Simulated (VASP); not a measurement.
# BaTiO3 (P4mm) in VASP: single point with PBE+U

Aim: the single point of BaTiO3 with PBE+U.

Everything below comes from runs of VASP 6.6.1. Logs are shortened: lines on timing, memory, paths and dates and some standing lists are left out, and cuts for length are marked.

**1. The cell of the first run**

The structure is tetragonal, space group P4mm (No. 99). The conventional cell has a = 4.029 Å, b = 4.029 Å, c = 12.337 Å, α = 90.00°, β = 90.00°, γ = 90.00°. Ba (site symmetry 4mm) has 12 O at 2.85 to 3.03 Å and 8 Ti at 3.49 to 3.64 Å within 3.8 Å. Within 3.8 Å of Ba (site symmetry 4mm) lie 12 O at 2.85 Å and 8 Ti at 3.49 Å. Ba (site symmetry 4mm) has 12 O at 2.85 Å and 8 Ti at 3.49 Å within 3.8 Å. Ti (site symmetry 4mm) has 6 O at 2.01 to 2.26 Å within 2.7 Å. Within 2.7 Å of Ti (site symmetry 4mm) lie 6 O at 2.01 Å. Within 2.7 Å of Ti (site symmetry 4mm) lie 6 O at 2.01 Å. Within 2.7 Å of O (site symmetry 4mm) lie 2 Ti at 2.01 to 2.26 Å. O (site symmetry 4mm) has 2 Ti at 2.01 Å within 2.7 Å.

**2. Single point, PBE+U (the distance across one plane changed)**

Contents of INCAR:

```
SYSTEM = BaTiO3
PREC     = Accurate       ! precision mode
ENCUT    = 520            ! plane-wave cutoff, eV
EDIFF    = 1E-6           ! SCF threshold, eV
ISMEAR   = 0              ! smearing method
SIGMA    = 0.05           ! smearing width, eV
LREAL    = Auto         
LASPH    = .TRUE.         ! aspherical terms in the spheres
NELM     = 150            ! most SCF steps
ALGO     = Normal         ! electronic algorithm
ISIF     = 2              ! what is computed and relaxed
LWAVE    = .FALSE.        ! write WAVECAR
LCHARG   = .FALSE.        ! write CHGCAR
LMAXMIX  = 4              ! l up to which the mixer works
LDAU     = .TRUE.         ! DFT+U
LDAUTYPE = 2            
LDAUL    = -1 2 -1        ! shell
LDAUU    = 0 4 0          ! U, eV
LDAUJ    = 0 0 0        
LDAUPRINT= 1            
GGA      = PE             ! functional
NBANDS   = 73             ! bands
```

Contents of KPOINTS:

```
Automatic mesh
0
G
  7 7 3
  0 0 0
```

Contents of POSCAR:

```
BaTiO3
1.0
    0.0000000000     -4.0288719406      0.0000000000
    0.0000000000      0.0000000000     -4.0288719406
   12.3366158219      0.0000000000      0.0000000000
Ba Ti O
3 3 9
Direct
    0.5000000000      0.5000000000      0.0816282647
    0.5000000000      0.5000000000      0.4082066391
    0.5000000000      0.5000000000      0.7347850135
    0.0000000000      1.0000000000      0.8980742007
    0.0000000000      1.0000000000      0.2449174519
    0.0000000000      1.0000000000      0.5714958263
    1.0000000000      0.0000000000      0.0816282647
    1.0000000000      0.0000000000      0.4082066391
    1.0000000000      0.0000000000      0.7347850135
    0.5000000000      0.0000000000      0.2449174519
    0.5000000000      0.0000000000      0.5714958263
    0.5000000000      0.0000000000      0.8980742007
    0.0000000000      0.5000000000      0.2449174519
    0.0000000000      0.5000000000      0.5714958263
    0.0000000000      0.5000000000      0.8980742007
```

Potentials or basis: VASP PAW PBE potentials, release 64 (Ba_sv, Ti_sv, O).

Command:

```bash
cat potpaw_PBE.64/Ba_sv/POTCAR potpaw_PBE.64/Ti_sv/POTCAR potpaw_PBE.64/O/POTCAR > POTCAR
mpirun -np 1 vasp_std > vasp.out
```

OUTCAR:

```text
SYSTEM = BaTiO3
   PREC = Accurate
   ENCUT = 520
   EDIFF = 1E-6
   ISMEAR = 0
   LREAL = Auto
   LASPH = .TRUE.
   NELM = 150
   ISIF = 2
   GGA = PE

 ion  position               nearest neighbor table
   1  0.500  0.500  0.082-   7 2.85   7 2.85   7 2.85   7 2.85  10 2.85  13 2.85  13 2.85  10 2.85
                            12 3.03  15 3.03  15 3.03  12 3.03   5 3.49   5 3.49   5 3.49   5 3.49
   2  0.500  0.500  0.408-   8 2.85   8 2.85   8 2.85   8 2.85  14 2.85  10 2.85  10 2.85  11 2.85
                            11 2.85  13 2.85  14 2.85  13 2.85   5 3.49   6 3.49   6 3.49   6 3.49
   3  0.500  0.500  0.735-   9 2.85   9 2.85   9 2.85   9 2.85  15 2.85  11 2.85  11 2.85  12 2.85
                            12 2.85  14 2.85  15 2.85  14 2.85   4 3.49   6 3.49   6 3.49   6 3.49
   4  0.000  0.000  0.898-  12 2.01  15 2.01  15 2.01  12 2.01   9 2.01   7 2.26   3 3.49   3 3.49
                             3 3.49   3 3.49   1 3.64   1 3.64   1 3.64   1 3.64
   5  0.000  0.000  0.245-  10 2.01  13 2.01  13 2.01  10 2.01   7 2.01   8 2.01   1 3.49   2 3.49
                             1 3.49   1 3.49   2 3.49   2 3.49   1 3.49   2 3.49
   6  0.000  0.000  0.571-  11 2.01  14 2.01  14 2.01  11 2.01   8 2.01   9 2.01   2 3.49   3 3.49
                             2 3.49   2 3.49   3 3.49   3 3.49   2 3.49   3 3.49
   7  0.000  0.000  0.082-   5 2.01   4 2.26   1 2.85   1 2.85   1 2.85   1 2.85
   8  0.000  0.000  0.408-   5 2.01   6 2.01   2 2.85   2 2.85   2 2.85   2 2.85
   9  0.000  0.000  0.735-   4 2.01   6 2.01   3 2.85   3 2.85   3 2.85   3 2.85
  10  0.500  0.000  0.245-   5 2.01   5 2.01   1 2.85   1 2.85   2 2.85   2 2.85
  11  0.500  0.000  0.571-   6 2.01   6 2.01   2 2.85   2 2.85   3 2.85   3 2.85
  12  0.500  0.000  0.898-   4 2.01   4 2.01   3 2.85   3 2.85   1 3.03   1 3.03
  13  0.000  0.500  0.245-   5 2.01   5 2.01   1 2.85   2 2.85   1 2.85   2 2.85
  14  0.000  0.500  0.571-   6 2.01   6 2.01   2 2.85   3 2.85   2 2.85   3 2.85
  15  0.000  0.500  0.898-   4 2.01   4 2.01   3 2.85   3 2.85   1 3.03   1 3.03

  LATTYP: Found a simple tetragonal cell.
 ALAT       =     4.0288719406
 C/A-ratio  =     3.0620521088

  Lattice vectors:

 A1 = (   0.0000000000,  -4.0288719406,   0.0000000000)
 A2 = (   0.0000000000,   0.0000000000,  -4.0288719406)
 A3 = (  12.3366158219,   0.0000000000,   0.0000000000)

Analysis of symmetry for initial positions (statically):
=====================================================================
 Subroutine PRICEL returns:
 Original cell was already a primitive cell.

 Routine SETGRP: Setting up the symmetry group for a
 simple tetragonal supercell.

 Subroutine GETGRP returns: Found  8 space group operations
 (whereof  8 operations were pure point group operations)
 out of a pool of 16 trial point group operations.

The static configuration has the point symmetry C_4v.

Analysis of symmetry for dynamics (positions and initial velocities):
=====================================================================
 Subroutine PRICEL returns:
 Original cell was already a primitive cell.

 Routine SETGRP: Setting up the symmetry group for a
 simple tetragonal supercell.

 Subroutine GETGRP returns: Found  8 space group operations
 (whereof  8 operations were pure point group operations)
 out of a pool of 16 trial point group operations.

The dynamic configuration has the point symmetry C_4v.

 Subroutine INISYM returns: Found  8 space group operations
 (whereof  8 operations are pure point group operations),
 and found     1 'primitive' translations

----------------------------------------------------------------------------------------

                                     Primitive cell

  volume of cell :     200.2456

  direct lattice vectors                    reciprocal lattice vectors
     0.000000000 -4.028871941  0.000000000     0.000000000 -0.248208435  0.000000000
     0.000000000  0.000000000 -4.028871941     0.000000000  0.000000000 -0.248208435
    12.336615822  0.000000000  0.000000000     0.081059507  0.000000000  0.000000000

  length of vectors
     4.028871941  4.028871941 12.336615822     0.248208435  0.248208435  0.081059507

  position of ions in fractional coordinates (direct lattice)
     0.500000000  0.500000000  0.081628265
[... 84 lines left out ...]
   dimension x,y,z NGX =    30 NGY =   30 NGZ =   96
   dimension x,y,z NGXF=    60 NGYF=   60 NGZF=  192
   ions per type =               3   3   9
   NGX,Y,Z   is equivalent  to a cutoff of  12.38, 12.38, 12.94 a.u.
   NGXF,Y,Z  is equivalent  to a cutoff of  24.76, 24.76, 25.87 a.u.
 SYSTEM =  BaTiO3
   PREC   = accura    normal or accurate (medium, high low for compatibility)
   ISTART =      0    job   : 0-new  1-cont  2-samecut
   ICHARG =      2    charge: 1-file 2-atom 10-const
   ISPIN  =      1    spin polarized calculation?
   LNONCOLLINEAR =      F non collinear calculations
   LSORBIT =      F    spin-orbit coupling
   LASPH  =      T    aspherical Exc in radial PAW
   ENCUT  =  520.0 eV  38.22 Ry    6.18 a.u.   7.49  7.49 22.94*2*pi/ulx,y,z
   NELM   =    150;   NELMIN=  2; NELMDL= -5     # of ELM steps
   EDIFF  = 0.1E-05   stopping-criterion for ELM
   LREAL  =      T    real-space projection
   EDIFFG = 0.1E-04   stopping-criterion for IOM
   NSW    =      0    number of steps for IOM
   IBRION =     -1    ionic relax: 0-MD 1-quasi-New 2-CG
   NFREE  =      0    steps in history (QN), initial steepest desc. (CG)
   ISIF   =      2    stress and relaxation
   ISYM   =      2    0-nonsym 1-usesym 2-fastsym
   POTIM  = 0.5000    time-step for ionic-motion
   TEBEG  =    0.0;   TEEND  =   0.0 temperature during run
   PSTRESS=    0.0 pullay stress
   NELECT =     120.0000    total number of electrons
   NUPDOWN=      -1.0000    fix difference up-down
   EMIN   =  10.00;   EMAX   =-10.00  energy-range for DOS
   EFERMI =   0.00;   METHOD = LEGACY
   ISMEAR =     0;   SIGMA  =   0.05  broadening in eV -4-tet -1-fermi 0-gaus
   EFERMI_NEDOS =   21; number of points for ismear=-14 and -15
   IALGO  =     38    algorithm
   IMIX   =      4    mixing-type and parameters
     AMIX     =   0.40;   BMIX     =  1.00
     AMIX_MAG =   1.60;   BMIX_MAG =  1.00
  volume/ion in A,a.u.               =      13.35        90.09
  Fermi-wavevector in a.u.,A,eV,Ry     =   1.380218  2.608233 25.919111  1.905001
  Thomas-Fermi vector in A             =   2.505115
   LORBIT       =      0    0 simple, 1 ext, 2 COOP (PROOUT), +10 PAW based schemes
 LDA+U is selected, type is set to LDAUTYPE =  2
   angular momentum for each species LDAUL =    -1    2   -1
   U (eV)           for each species LDAUU =   0.0  4.0  0.0
   J (eV)           for each species LDAUJ =   0.0  0.0  0.0
   GGA     = PE    functional components
   LHFCALC =     F    Hartree Fock is set to
   AEXX    =    0.0000 exact exchange contribution
   IVDW    =     0    specifies the selected vdW correction
   LEPSILON=     F    determine dielectric tensor
   LRPA    =     F    only Hartree local field effects (RPA)
 non-spin polarized calculation
 Gauss-broadening in eV      SIGMA  =   0.05
  energy-cutoff  :      520.00
  volume of cell :      200.25
 maximum number of plane-waves:      5445
 NGX is ok and might be reduce to    30
   NGX = 15   NGY = 15   NGZ = 45

atom =   4  type =  2  l = 2

 onsite density matrix

spin component  1
[... 83 lines left out ...]
  o =  0.1033  v =  1.0000  0.0000  0.0000  0.0000  0.0000  0.0000  0.0000  0.0000  0.0000  0.0000      0.0000  0.0000  0.0000  0.0000  0.0000  0.0000  0.0000  0.0000  0.0000  0.0000
  o =  0.1033  v =  0.0000  0.0000  0.0000  0.0000  0.0000  1.0000  0.0000  0.0000  0.0000  0.0000      0.0000  0.0000  0.0000  0.0000  0.0000  0.0000  0.0000  0.0000  0.0000  0.0000
  o =  0.1033  v =  0.0000 -0.0000  0.0000  1.0000 -0.0000  0.0000  0.0000  0.0000  0.0000  0.0000      0.0000  0.0000  0.0000  0.0000  0.0000  0.0000  0.0000  0.0000  0.0000  0.0000
  o =  0.1033  v =  0.0000  0.0000  0.0000  0.0000  0.0000  0.0000 -0.0000  0.0000  1.0000 -0.0000      0.0000  0.0000  0.0000  0.0000  0.0000  0.0000  0.0000  0.0000  0.0000  0.0000
  o =  0.1033  v =  0.0000 -1.0000  0.0000 -0.0000  0.0000  0.0000  0.0000  0.0000  0.0000  0.0000      0.0000  0.0000  0.0000  0.0000  0.0000  0.0000  0.0000  0.0000  0.0000  0.0000
  o =  0.1033  v =  0.0000  0.0000  0.0000  0.0000  0.0000  0.0000 -1.0000  0.0000 -0.0000  0.0000      0.0000  0.0000  0.0000  0.0000  0.0000  0.0000  0.0000  0.0000  0.0000  0.0000
  o =  0.2326  v =  0.0000  0.0000  0.0000  0.0000  0.0000  0.0000 -0.0000 -0.5000  0.0000  0.8660      0.0000  0.0000  0.0000  0.0000  0.0000  0.0000  0.0000  0.0000  0.0000  0.0000
  o =  0.2326  v =  0.0000 -0.0000 -0.5000  0.0000  0.8660  0.0000  0.0000  0.0000  0.0000  0.0000      0.0000  0.0000  0.0000  0.0000  0.0000  0.0000  0.0000  0.0000  0.0000  0.0000
  o =  0.2339  v =  0.0000  0.0000  0.0000  0.0000  0.0000  0.0000  0.0000  0.8660  0.0000  0.5000      0.0000  0.0000  0.0000  0.0000  0.0000  0.0000  0.0000  0.0000  0.0000  0.0000
  o =  0.2339  v =  0.0000  0.0000  0.8660  0.0000  0.5000  0.0000  0.0000  0.0000  0.0000  0.0000      0.0000  0.0000  0.0000  0.0000  0.0000  0.0000  0.0000  0.0000  0.0000  0.0000

 number of electron     119.9999943 magnetization

 Free energy of the ion-electron system (eV)
  ---------------------------------------------------
  ext. energy  EPLUGINS =         0.00000000
  ---------------------------------------------------
  free energy    TOTEN  =      -111.84764791 eV

  energy without entropy =     -111.84764791  energy(sigma->0) =     -111.84764791

 E-fermi :   3.8661     XC(G=0): -11.0523

 val. band max:        3.6486015503   @ k =   0.4286   0.4286   0.3333
 cond. band min:       5.7589822136   @ k =   0.0000   0.0000   0.0000
 fundamental gap:      2.1103806632
 Fermi energy:         3.8660634723

 k-point     1 :       0.0000    0.0000    0.0000
  band No.  band energies     occupation
      1     -54.4432      2.00000
      2     -54.2334      2.00000
      3     -54.0399      2.00000
      4     -30.6195      2.00000
      5     -30.5582      2.00000
      6     -30.5582      2.00000
[... 1489 lines left out ...]
     71       9.2009      0.00000
     72      10.2433      0.00000
 [bands above 72 left out]

------------------------ aborting loop because EDIFF is reached ----------------------------------------

  FORCE on cell =-STRESS in cart. coord.  units (eV):
  Direction    XX          YY          ZZ          XY          YZ          ZX
  --------------------------------------------------------------------------------------
  -------------------------------------------------------------------------------------
  Total       -0.9190405      2.0803381      2.0803381      0.0000000      0.0000000     -0.0000000
  in kB       -7.3532996     16.6449137     16.6449137      0.0000000      0.0000000     -0.0000000
  external PRESSURE =       8.6455093 kB  Pullay stress =       0.0000000 kB

 VOLUME and BASIS-vectors are now :
 -----------------------------------------------------------------------------
  energy-cutoff  :      520.00
  volume of cell :      200.25
      direct lattice vectors                 reciprocal lattice vectors
     0.000000000 -4.028871941  0.000000000     0.000000000 -0.248208435  0.000000000
     0.000000000  0.000000000 -4.028871941     0.000000000  0.000000000 -0.248208435
    12.336615822  0.000000000  0.000000000     0.081059507  0.000000000  0.000000000

 POSITION                                       TOTAL-FORCE (eV/Angst)
 -----------------------------------------------------------------------------------
      1.00702     -2.01444     -2.01444        -0.495316      0.000000      0.000000
      5.03589     -2.01444     -2.01444        -0.080454      0.000000      0.000000
      9.06476     -2.01444     -2.01444         0.138712      0.000000     -0.000000
     11.07920      0.00000      0.00000         0.401210      0.000000     -0.000000
      3.02145      0.00000      0.00000        -0.580026      0.000000      0.000000
      7.05032      0.00000      0.00000        -0.305369      0.000000     -0.000000
      1.00702      0.00000      0.00000        -0.790245      0.000000     -0.000000
      5.03589      0.00000      0.00000         0.260678      0.000000     -0.000000
      9.06476      0.00000      0.00000         0.456654      0.000000     -0.000000
      3.02145     -2.01444      0.00000         0.048064      0.000000     -0.000000
      7.05032     -2.01444      0.00000         0.072712      0.000000     -0.000000
     11.07920     -2.01444      0.00000         0.376302      0.000000     -0.000000
      3.02145      0.00000     -2.01444         0.048064      0.000000     -0.000000
      7.05032      0.00000     -2.01444         0.072712      0.000000     -0.000000
     11.07920      0.00000     -2.01444         0.376302      0.000000     -0.000000
 -----------------------------------------------------------------------------------
    total drift:                                0.009070     -0.000000      0.000000

  FREE ENERGIE OF THE ION-ELECTRON SYSTEM (eV)
  ---------------------------------------------------
  free  energy   TOTEN  =      -111.8476479065 eV

  energy  without entropy=     -111.8476479065  energy(sigma->0) =     -111.84764791
```

Wall time 15 min (1 thread of Intel Xeon 8259CL, shared host); peak memory 0.39 GiB.

Results:

```yaml
Free_energy: -111.8476 eV
Pressure: 0.9 GPa
Largest_force: 0.790 eV/Å
Band_gap_on_the_k_mesh: 2.11 eV
```

Forces on the atoms (eV/Å):
```
Ba  -0.495  0.000  0.000
Ba  -0.080  0.000  0.000
Ba   0.139  0.000  0.000
Ti   0.401  0.000  0.000
Ti  -0.580  0.000  0.000
Ti  -0.305  0.000  0.000
O   -0.790  0.000  0.000
O    0.261  0.000  0.000
O    0.457  0.000  0.000
O    0.048  0.000  0.000
O    0.073  0.000  0.000
O    0.376  0.000  0.000
O    0.048  0.000  0.000
O    0.073  0.000  0.000
O    0.376  0.000  0.000
```

Eigenvalues of the final occupation matrices:
| site | spin | trace | eigenvalues |
| --- | --- | --- | --- |
| site 4 d | 1 | 0.76 | 0.10 0.10 0.11 0.21 0.24 |
| site 4 d | 2 | 0.76 | 0.10 0.10 0.11 0.21 0.24 |
| site 5 d | 1 | 0.78 | 0.10 0.10 0.10 0.23 0.24 |
| site 5 d | 2 | 0.78 | 0.10 0.10 0.10 0.23 0.24 |
| site 6 d | 1 | 0.78 | 0.10 0.10 0.10 0.23 0.23 |
| site 6 d | 2 | 0.78 | 0.10 0.10 0.10 0.23 0.23 |

Caveat: the cell differs from its parent crystal (the distance across one plane changed); spin-orbit coupling is left out, which moves the levels of the heavy elements.
